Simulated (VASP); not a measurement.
Set up this calculation in VASP 6.6.1, as the native input.

```
Task                   : relaxation of cell and atoms
Functional             : RPBE
Dispersion             : D4
Potentials or basis    : VASP PAW PBE potentials, release 64 (Cl, Na_pv)
Cutoff                 : 600 eV
k mesh                 : 8 × 8 × 8
Occupations            : fermi-dirac, width 0.05 eV
Spin                   : no spin polarisation
Dipole correction      : no
Further INCAR settings : ALGO = Normal; EDIFF = 1e-06; IBRION = 2; EDIFFG = -0.005; NSW = 80; ISIF = 3
```

The structure of NaCl lies in POSCAR:

```
NaCl
1.0
    3.5021900000      0.0000000000      0.0000000000
    0.0000000000      3.5021900000      0.0000000000
    0.0000000000      0.0000000000      3.5021900000
Cl Na
1 1
Direct
    0.5000000000      0.5000000000      0.5000000000
    0.0000000000      0.0000000000      0.0000000000
```

One way to write it, as run:

INCAR

```
PREC = Accurate ; ENCUT = 600
EDIFF = 1E-6 ; ISMEAR = -1
SIGMA = 0.05 ; LREAL = F
LASPH = T ; NELM = 80
ALGO = Normal ; ISIF = 3
LWAVE = F ; LCHARG = F
GGA = RP ; IVDW = 13
IBRION = 2 ; NSW = 80
EDIFFG = -0.005
```

KPOINTS

```
Automatic mesh
0
Gamma
  8 8 8
```

Potentials or basis: VASP PAW PBE potentials, release 64 (Cl, Na_pv).

Command:

```sh
$ cat potpaw_PBE.64/Cl/POTCAR potpaw_PBE.64/Na_pv/POTCAR > POTCAR
$ mpirun -np 1 vasp_std > vasp.out
```

Results of the run:

```yaml
Relaxed_volume: 21.64 Å³/atom
Relaxed_cell: a = 3.511 Å, b = 3.511 Å, c = 3.511 Å, α = 90.00°, β = 90.00°, γ = 90.00°
Space_group_after_relaxing_to_0.05_Å: Pm-3m (No. 221)
Energy_gained_by_relaxing: 0.1 meV/atom
Ionic_steps: 5
Pressure_after_relaxing: 0.0 GPa
Band_gap_on_the_k_mesh: 4.25 eV, indirect (least direct gap 4.72 eV)
Dispersion_energy_per_atom: -0.197 eV
```

Caveat: the PAW data sets were made with another functional, which shifts forces and pressure a little.

Wall time 31 s on 1 thread of Intel(R) Xeon(R) Platinum 8259CL CPU @ 2.50GHz (Skylake/Cascade Lake), on a shared host, peak memory 0.16 GiB.
